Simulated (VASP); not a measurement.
# Ge (P4/mmm) in VASP: a series of runs

Aim: see how the results for Ge move with the level of theory and the settings. Levels: PBE-based screened hybrid with 15 % exact exchange, PBE-based screened hybrid with 20 % exact exchange, PBE-based screened hybrid with 25 % exact exchange, PBE-based screened hybrid with 30 % exact exchange. Tasks: single point.

All numbers are computed with VASP 6.6.1; they aren't measurements. Logs are shortened: lines on timing, memory, paths and dates and some standing lists are left out, and cuts for length are marked.

## Step 1: The cell of the first run

It takes space group P4/mmm (No. 123, tetragonal). Conventional cell: a = 5.241 Å, b = 5.241 Å, c = 2.655 Å, α = 90.00°, β = 90.00°, γ = 90.00°. Within 3.5 Å of Ge (site symmetry 4/mmm) lie 6 Ge at 2.62 to 2.66 Å. Within 3.5 Å of Ge (site symmetry mmm) lie 4 Ge at 2.62 to 2.66 Å.

## Step 2: Single point, PBE-based screened hybrid with 15 % exact exchange

File POSCAR:

```
Ge
1.0
    5.2405800000      0.0000000000      0.0000000000
    0.0000000000      5.2405800000      0.0000000000
    0.0000000000      0.0000000000      2.6553600000
Ge
3
Direct
    0.0000000000      0.0000000000      0.0000000000
    0.0000000000      0.5000000000      0.0000000000
    0.5000000000      0.0000000000      0.0000000000
```

File INCAR.step1:

```
SYSTEM = Ge
PREC = Accurate ; ENCUT = 520
EDIFF = 1E-5 ; ISMEAR = -1
SIGMA = 0.05 ; LREAL = .FALSE.
LASPH = .TRUE. ; NELM = 100
ALGO = Normal ; ISIF = 2
LWAVE = .TRUE. ; LCHARG = .FALSE.
GGA = PE ; NBANDS = 28
LUSENCCL = .FALSE.
```

File INCAR.step2:

```
SYSTEM = Ge
PREC = Accurate ; ENCUT = 520
EDIFF = 1E-6 ; ISMEAR = -1
SIGMA = 0.05 ; LREAL = .FALSE.
LASPH = .TRUE. ; NELM = 100
ALGO = Normal ; ISIF = 2
LWAVE = .FALSE. ; LCHARG = .FALSE.
GGA = PE ; LHFCALC = .TRUE.
AEXX = 0.15 ; HFSCREEN = 0.2
PRECFOCK = Normal ; ISTART = 1
NBANDS = 28 ; LUSENCCL = .FALSE.
```

File KPOINTS:

```
regular mesh
0
G
  3 3 5
  0 0 0
```

Potentials or basis: VASP PAW PBE potentials, release 64 (Ge_d).

Started as:

```console
$ cat potpaw_PBE.64/Ge_d/POTCAR > POTCAR
$ cp INCAR.step1 INCAR
$ mpirun -np 1 vasp_std > vasp.out
$ cp INCAR.step2 INCAR
$ mpirun -np 1 vasp_std > vasp.out
```

OUTCAR:

```text
SYSTEM = Ge
   PREC = Accurate
   ENCUT = 520
   EDIFF = 1E-6
   ISMEAR = -1
   LREAL = .FALSE.
   LASPH = .TRUE.
   NELM = 100
   ISIF = 2
   GGA = PE
   LHFCALC = .TRUE.
   AEXX = 0.15
   HFSCREEN = 0.2
   PRECFOCK = Normal
   ISTART = 1

 ion  position               nearest neighbor table
   1  0.000  0.000  0.000-   2 2.62   3 2.62   2 2.62   3 2.62
   2  0.000  0.500  0.000-   1 2.62   1 2.62
   3  0.500  0.000  0.000-   1 2.62   1 2.62

  LATTYP: Found a simple tetragonal cell.
 ALAT       =     5.2405800000
 C/A-ratio  =     0.5066920074

  Lattice vectors:

 A1 = (   5.2405800000,   0.0000000000,   0.0000000000)
 A2 = (   0.0000000000,   5.2405800000,   0.0000000000)
 A3 = (   0.0000000000,   0.0000000000,   2.6553600000)

Analysis of symmetry for initial positions (statically):
=====================================================================
 Subroutine PRICEL returns:
 Original cell was already a primitive cell.

 Routine SETGRP: Setting up the symmetry group for a
 simple tetragonal supercell.

 Subroutine GETGRP returns: Found 16 space group operations
 (whereof 16 operations were pure point group operations)
 out of a pool of 16 trial point group operations.

The static configuration has the point symmetry D_4h.

Analysis of symmetry for dynamics (positions and initial velocities):
=====================================================================
 Subroutine PRICEL returns:
 Original cell was already a primitive cell.

 Routine SETGRP: Setting up the symmetry group for a
 simple tetragonal supercell.

 Subroutine GETGRP returns: Found 16 space group operations
 (whereof 16 operations were pure point group operations)
 out of a pool of 16 trial point group operations.

The dynamic configuration has the point symmetry D_4h.

 Subroutine INISYM returns: Found 16 space group operations
 (whereof 16 operations are pure point group operations),
 and found     1 'primitive' translations

----------------------------------------------------------------------------------------

                                     Primitive cell

  volume of cell :      72.9260

[... 74 lines left out ...]
   EDIFF  = 0.1E-05   stopping-criterion for ELM
   LREAL  =      F    real-space projection
   EDIFFG = 0.1E-04   stopping-criterion for IOM
   NSW    =      0    number of steps for IOM
   IBRION =     -1    ionic relax: 0-MD 1-quasi-New 2-CG
   NFREE  =      0    steps in history (QN), initial steepest desc. (CG)
   ISIF   =      2    stress and relaxation
   ISYM   =      3    0-nonsym 1-usesym 2-fastsym
   POTIM  = 0.5000    time-step for ionic-motion
   TEBEG  =    0.0;   TEEND  =   0.0 temperature during run
   PSTRESS=    0.0 pullay stress
   NELECT =      42.0000    total number of electrons
   NUPDOWN=      -1.0000    fix difference up-down
   EMIN   =  10.00;   EMAX   =-10.00  energy-range for DOS
   EFERMI =   0.00;   METHOD = LEGACY
   ISMEAR =    -1;   SIGMA  =   0.05  broadening in eV -4-tet -1-fermi 0-gaus
   EFERMI_NEDOS =   21; number of points for ismear=-14 and -15
   IALGO  =     38    algorithm
   IMIX   =      1    mixing-type and parameters
     AMIX     =   0.40;   BMIX     =  1.00
     AMIX_MAG =   1.60;   BMIX_MAG =  1.00
  volume/ion in A,a.u.               =      24.31       164.04
  Fermi-wavevector in a.u.,A,eV,Ry     =   1.362063  2.573926 25.241744  1.855216
  Thomas-Fermi vector in A             =   2.488585
   LORBIT       =      0    0 simple, 1 ext, 2 COOP (PROOUT), +10 PAW based schemes
   GGA     = PE    functional components
   LHFCALC =     T    Hartree Fock is set to
   PRECFOCK=normal    Normal, Fast or Accurate (Low or Medium for compatibility)
   ENCUT4O =  -1.0   cutoff for four orbital integrals eV
   NKREDX  =     1    reduce k-point grid by
   NKREDY  =     1    reduce k-point grid by
   NKREDZ  =     1    reduce k-point grid by
   AEXX    =    0.1500 exact exchange contribution
   HFSCREEN=    0.2000 screening length (either q_TF or 0.3 A-1)
   HFSCREENC=   0.2000 screening length for correlation (either q_TF or 0.3 A-1)
   ENCUTFOCK=  -1.0 apply spherical cutoff to Coloumb kernel
   IVDW    =     0    specifies the selected vdW correction
   LEPSILON=     F    determine dielectric tensor
   LRPA    =     F    only Hartree local field effects (RPA)
 non-spin polarized calculation
  energy-cutoff  :      520.00
  volume of cell :       72.93
 maximum number of plane-waves:      1980
 NGX is ok and might be reduce to    40
  NGX = 30; NGY = 30; NGZ = 16

 number of electron      42.0000053 magnetization

 Free energy of the ion-electron system (eV)
  ---------------------------------------------------
  ext. energy  EPLUGINS =         0.00000000
  ---------------------------------------------------
  free energy    TOTEN  =       -13.26756882 eV

  energy without entropy =      -13.25214243  energy(sigma->0) =      -13.25985562

 E-fermi :   4.0073     XC(G=0):  -8.7226

 val. band max:        3.9695149575   @ k =   0.3333   0.0000   0.2000
 cond. band min:       4.2918491875   @ k =   0.0000   0.0000   0.0000
 fundamental gap:      0.3223342300
 Fermi energy:         4.0072618019

 k-point     1 :       0.0000    0.0000    0.0000
  band No.  band energies     occupation
      1     -22.6917      2.00000
      2     -22.6903      2.00000
      3     -22.6834      2.00000
      4     -22.6660      2.00000
      5     -22.6349      2.00000
      6     -22.5956      2.00000
[... 268 lines left out ...]
     27      11.0707      0.00000
     28      12.0084      0.00000

------------------------ aborting loop because EDIFF is reached ----------------------------------------

  FORCE on cell =-STRESS in cart. coord.  units (eV):
  Direction    XX          YY          ZZ          XY          YZ          ZX
  --------------------------------------------------------------------------------------
  -------------------------------------------------------------------------------------
  Total        1.5572460      1.5572460     -4.1463460      0.0000000      0.0000000     -0.0000000
  in kB       34.2125686     34.2125686    -91.0948871      0.0000000      0.0000000     -0.0000000
  external PRESSURE =      -7.5565833 kB  Pullay stress =       0.0000000 kB

 VOLUME and BASIS-vectors are now :
 -----------------------------------------------------------------------------
  energy-cutoff  :      520.00
  volume of cell :       72.93
      direct lattice vectors                 reciprocal lattice vectors
     5.240580000  0.000000000  0.000000000     0.190818574  0.000000000  0.000000000
     0.000000000  5.240580000  0.000000000     0.000000000  0.190818574  0.000000000
     0.000000000  0.000000000  2.655360000     0.000000000  0.000000000  0.376596770

 POSITION                                       TOTAL-FORCE (eV/Angst)
 -----------------------------------------------------------------------------------
      0.00000      0.00000      0.00000         0.000000      0.000000      0.000000
      0.00000      2.62029      0.00000         0.000000      0.000000      0.000000
      2.62029      0.00000      0.00000         0.000000      0.000000      0.000000
 -----------------------------------------------------------------------------------
    total drift:                               -0.000001      0.000001     -0.000000

  FREE ENERGIE OF THE ION-ELECTRON SYSTEM (eV)
  ---------------------------------------------------
  free  energy   TOTEN  =       -13.2675688213 eV

  energy  without entropy=      -13.2521424251  energy(sigma->0) =      -13.25985562
```

OSZICAR.step1:

```text
N       E                     dE             d eps       ncg     rms          rms(c)
DAV:   1     0.332229312266E+03    0.33223E+03   -0.21823E+04   540   0.398E+03
DAV:   2     0.418682964840E+02   -0.29036E+03   -0.28473E+03   504   0.696E+02
DAV:   3    -0.982261876370E+01   -0.51691E+02   -0.51061E+02   560   0.184E+02
DAV:   4    -0.121916719345E+02   -0.23691E+01   -0.23615E+01   580   0.463E+01
DAV:   5    -0.122389173791E+02   -0.47245E-01   -0.47239E-01   568   0.708E+00    0.276E+00
DAV:   6    -0.120938549335E+02    0.14506E+00   -0.18739E-01   676   0.847E+00    0.153E+00
DAV:   7    -0.120498628487E+02    0.43992E-01   -0.13096E-01   628   0.331E+00    0.324E-01
DAV:   8    -0.120496440796E+02    0.21877E-03   -0.27161E-02   648   0.486E+00    0.117E-01
DAV:   9    -0.120494088448E+02    0.23523E-03   -0.48395E-03   728   0.355E+00    0.818E-02
DAV:  10    -0.120496420768E+02   -0.23323E-03   -0.15093E-03   624   0.551E-01    0.156E-02
DAV:  11    -0.120496566173E+02   -0.14541E-04   -0.17230E-04   632   0.593E-01    0.105E-02
DAV:  12    -0.120496526005E+02    0.40168E-05   -0.44816E-05   520   0.189E-01
   1 F= -.12049653E+02 E0= -.12040576E+02  d E =-.181536E-01
```

Run time: 16 min. Hardware: 1 × NVIDIA H100 80GB with 1 thread of AMD EPYC 7R13 (Zen 3), shared host; peak memory 1.2 GiB.

Results:

| Item | Value |
| --- | --- |
| Free energy | -13.2676 eV |
| Pressure | -0.8 GPa |
| Band gap on the k mesh | zero (bands 21 and 22 overlap by 1.98 eV) |

Stress tensor (GPa, compression positive):
```
 3.42  0.00  0.00
 0.00  3.42  0.00
 0.00  0.00 -9.11
```

Caveat: the k points lie up to 0.47 Å⁻¹ apart, too coarse for converged energies and pressures of a metal; the PAW data sets were made with another functional, which shifts forces and pressure a little.

## Step 3: Single point, PBE-based screened hybrid with 20 % exact exchange

POSCAR is that of step 2.

File INCAR.step1:

```
PREC = Accurate
ENCUT = 520
EDIFF = 1E-5
ISMEAR = -1
SIGMA = 0.05
LREAL = False
LASPH = True
NELM = 60
ALGO = Normal
ISIF = 2
LWAVE = True
LCHARG = False
NBANDS = 28
GGA = PE
LUSENCCL = False
```

File INCAR.step2:

```
PREC = Accurate
ENCUT = 520
EDIFF = 1E-6
ISMEAR = -1
SIGMA = 0.05
LREAL = False
LASPH = True
NELM = 60
ALGO = Normal
ISIF = 2
LWAVE = False
LCHARG = False
GGA = PE
LHFCALC = True
AEXX = 0.2
HFSCREEN = 0.2
PRECFOCK = Normal
NBANDS = 28
ISTART = 1
LUSENCCL = False
```

File KPOINTS:

```
Automatic mesh
0
Gamma
  3 3 5
```

Potentials or basis: VASP PAW PBE potentials, release 64 (Ge_d).

Started as:

```console
$ cat potpaw_PBE.64/Ge_d/POTCAR > POTCAR
$ cp INCAR.step1 INCAR
$ mpirun -np 1 vasp_std > vasp.out
$ cp INCAR.step2 INCAR
$ mpirun -np 1 vasp_std > vasp.out
```

OUTCAR:

```text
PREC = Accurate
   ENCUT = 520
   EDIFF = 1E-6
   ISMEAR = -1
   LREAL = False
   LASPH = True
   NELM = 60
   ISIF = 2
   GGA = PE
   LHFCALC = True
   AEXX = 0.2
   HFSCREEN = 0.2
   PRECFOCK = Normal
   ISTART = 1

 ion  position               nearest neighbor table
   1  0.000  0.000  0.000-   2 2.62   3 2.62   2 2.62   3 2.62
   2  0.000  0.500  0.000-   1 2.62   1 2.62
   3  0.500  0.000  0.000-   1 2.62   1 2.62

  LATTYP: Found a simple tetragonal cell.
 ALAT       =     5.2405800000
 C/A-ratio  =     0.5066920074

  Lattice vectors:

 A1 = (   5.2405800000,   0.0000000000,   0.0000000000)
 A2 = (   0.0000000000,   5.2405800000,   0.0000000000)
 A3 = (   0.0000000000,   0.0000000000,   2.6553600000)

Analysis of symmetry for initial positions (statically):
=====================================================================
 Subroutine PRICEL returns:
 Original cell was already a primitive cell.

 Routine SETGRP: Setting up the symmetry group for a
 simple tetragonal supercell.

 Subroutine GETGRP returns: Found 16 space group operations
 (whereof 16 operations were pure point group operations)
 out of a pool of 16 trial point group operations.

The static configuration has the point symmetry D_4h.

Analysis of symmetry for dynamics (positions and initial velocities):
=====================================================================
 Subroutine PRICEL returns:
 Original cell was already a primitive cell.

 Routine SETGRP: Setting up the symmetry group for a
 simple tetragonal supercell.

 Subroutine GETGRP returns: Found 16 space group operations
 (whereof 16 operations were pure point group operations)
 out of a pool of 16 trial point group operations.

[... 105 lines left out ...]
     AMIX     =   0.40;   BMIX     =  1.00
     AMIX_MAG =   1.60;   BMIX_MAG =  1.00
  volume/ion in A,a.u.               =      24.31       164.04
  Fermi-wavevector in a.u.,A,eV,Ry     =   1.362063  2.573926 25.241744  1.855216
  Thomas-Fermi vector in A             =   2.488585
   LORBIT       =      0    0 simple, 1 ext, 2 COOP (PROOUT), +10 PAW based schemes
   GGA     = PE    functional components
   LHFCALC =     T    Hartree Fock is set to
   PRECFOCK=normal    Normal, Fast or Accurate (Low or Medium for compatibility)
   ENCUT4O =  -1.0   cutoff for four orbital integrals eV
   NKREDX  =     1    reduce k-point grid by
   NKREDY  =     1    reduce k-point grid by
   NKREDZ  =     1    reduce k-point grid by
   AEXX    =    0.2000 exact exchange contribution
   HFSCREEN=    0.2000 screening length (either q_TF or 0.3 A-1)
   HFSCREENC=   0.2000 screening length for correlation (either q_TF or 0.3 A-1)
   ENCUTFOCK=  -1.0 apply spherical cutoff to Coloumb kernel
   IVDW    =     0    specifies the selected vdW correction
   LEPSILON=     F    determine dielectric tensor
   LRPA    =     F    only Hartree local field effects (RPA)
 non-spin polarized calculation
  energy-cutoff  :      520.00
  volume of cell :       72.93
 maximum number of plane-waves:      1980
 NGX is ok and might be reduce to    40
  NGX = 30; NGY = 30; NGZ = 16

 number of electron      42.0000053 magnetization

 Free energy of the ion-electron system (eV)
  ---------------------------------------------------
  ext. energy  EPLUGINS =         0.00000000
  ---------------------------------------------------
  free energy    TOTEN  =       -13.69755396 eV

  energy without entropy =      -13.68298689  energy(sigma->0) =      -13.69027043

 E-fermi :   4.0006     XC(G=0):  -8.3932

 val. band max:        3.9667867970   @ k =   0.3333   0.0000   0.2000
 cond. band min:       4.3038250832   @ k =   0.0000   0.0000   0.0000
 fundamental gap:      0.3370382862
 Fermi energy:         4.0006239749

 k-point     1 :       0.0000    0.0000    0.0000
  band No.  band energies     occupation
      1     -23.4020      2.00000
      2     -23.3995      2.00000
      3     -23.3935      2.00000
      4     -23.3713      2.00000
      5     -23.3458      2.00000
      6     -23.3083      2.00000
[... 268 lines left out ...]
     27      11.2087      0.00000
     28      12.1582      0.00000

------------------------ aborting loop because EDIFF is reached ----------------------------------------

  FORCE on cell =-STRESS in cart. coord.  units (eV):
  Direction    XX          YY          ZZ          XY          YZ          ZX
  --------------------------------------------------------------------------------------
  -------------------------------------------------------------------------------------
  Total        1.4449811      1.4449811     -4.4475417      0.0000000     -0.0000000      0.0000000
  in kB       31.7461176     31.7461176    -97.7121330      0.0000000     -0.0000000      0.0000000
  external PRESSURE =     -11.4066326 kB  Pullay stress =       0.0000000 kB

 VOLUME and BASIS-vectors are now :
 -----------------------------------------------------------------------------
  energy-cutoff  :      520.00
  volume of cell :       72.93
      direct lattice vectors                 reciprocal lattice vectors
     5.240580000  0.000000000  0.000000000     0.190818574  0.000000000  0.000000000
     0.000000000  5.240580000  0.000000000     0.000000000  0.190818574  0.000000000
     0.000000000  0.000000000  2.655360000     0.000000000  0.000000000  0.376596770

 POSITION                                       TOTAL-FORCE (eV/Angst)
 -----------------------------------------------------------------------------------
      0.00000      0.00000      0.00000         0.000000      0.000000      0.000000
      0.00000      2.62029      0.00000         0.000000      0.000000      0.000000
      2.62029      0.00000      0.00000         0.000000      0.000000      0.000000
 -----------------------------------------------------------------------------------
    total drift:                                0.000001     -0.000000      0.000004

  FREE ENERGIE OF THE ION-ELECTRON SYSTEM (eV)
  ---------------------------------------------------
  free  energy   TOTEN  =       -13.6975539645 eV

  energy  without entropy=      -13.6829868939  energy(sigma->0) =      -13.69027043
```

OUTCAR.step1:

```text
PREC = Accurate
   ENCUT = 520
   EDIFF = 1E-5
   ISMEAR = -1
   LREAL = False
   LASPH = True
[... 486 lines left out ...]
      0.00000      0.00000      0.00000         0.000000      0.000000      0.000000
      0.00000      2.62029      0.00000         0.000000      0.000000      0.000000
      2.62029      0.00000      0.00000         0.000000      0.000000      0.000000
 -----------------------------------------------------------------------------------
    total drift:                               -0.000000     -0.000000     -0.000000

  FREE ENERGIE OF THE ION-ELECTRON SYSTEM (eV)
  ---------------------------------------------------
  free  energy   TOTEN  =       -12.0496526005 eV

  energy  without entropy=      -12.0314990156  energy(sigma->0) =      -12.04057581
```

OSZICAR.step1:

```text
N       E                     dE             d eps       ncg     rms          rms(c)
DAV:   1     0.332229312266E+03    0.33223E+03   -0.21823E+04   540   0.398E+03
DAV:   2     0.418682964841E+02   -0.29036E+03   -0.28473E+03   504   0.696E+02
DAV:   3    -0.982261876363E+01   -0.51691E+02   -0.51061E+02   560   0.184E+02
DAV:   4    -0.121916719350E+02   -0.23691E+01   -0.23615E+01   580   0.463E+01
DAV:   5    -0.122389173795E+02   -0.47245E-01   -0.47239E-01   568   0.708E+00    0.276E+00
DAV:   6    -0.120938549337E+02    0.14506E+00   -0.18739E-01   676   0.847E+00    0.153E+00
DAV:   7    -0.120498628488E+02    0.43992E-01   -0.13096E-01   628   0.331E+00    0.324E-01
DAV:   8    -0.120496440797E+02    0.21877E-03   -0.27161E-02   648   0.486E+00    0.117E-01
DAV:   9    -0.120494088448E+02    0.23523E-03   -0.48395E-03   728   0.355E+00    0.818E-02
DAV:  10    -0.120496420768E+02   -0.23323E-03   -0.15093E-03   624   0.551E-01    0.156E-02
DAV:  11    -0.120496566173E+02   -0.14541E-04   -0.17230E-04   632   0.593E-01    0.105E-02
DAV:  12    -0.120496526005E+02    0.40168E-05   -0.44816E-05   520   0.189E-01
   1 F= -.12049653E+02 E0= -.12040576E+02  d E =-.181536E-01
```

Run time: 7.8 min. Hardware: 1 × NVIDIA H100 80GB with 1 thread of AMD EPYC 7R13 (Zen 3), shared host; peak memory 1.2 GiB.

What came out:

```yaml
Free_energy: -13.6976 eV
Pressure: -1.1 GPa
Band_gap_on_the_k_mesh: zero (bands 21 and 22 overlap by 2.06 eV)
```

Stress tensor (GPa, compression positive):
```
 3.17  0.00  0.00
 0.00  3.17  0.00
 0.00  0.00 -9.77
```

Levels at points of the mesh, in eV from the Fermi level:
```csv
k point,band 18,band 19,band 20,band 21,band 22,band 23,band 24,band 25
"(0.00, 0.00, 0.00)",-6.85,-5.45,-5.45,0.30,0.30,4.25,4.75,8.53
```

Caveat: the k points lie up to 0.47 Å⁻¹ apart, too coarse for converged energies and pressures of a metal; the PAW data sets were made with another functional, which shifts forces and pressure a little.

(Part 1 of 2 ends here.)
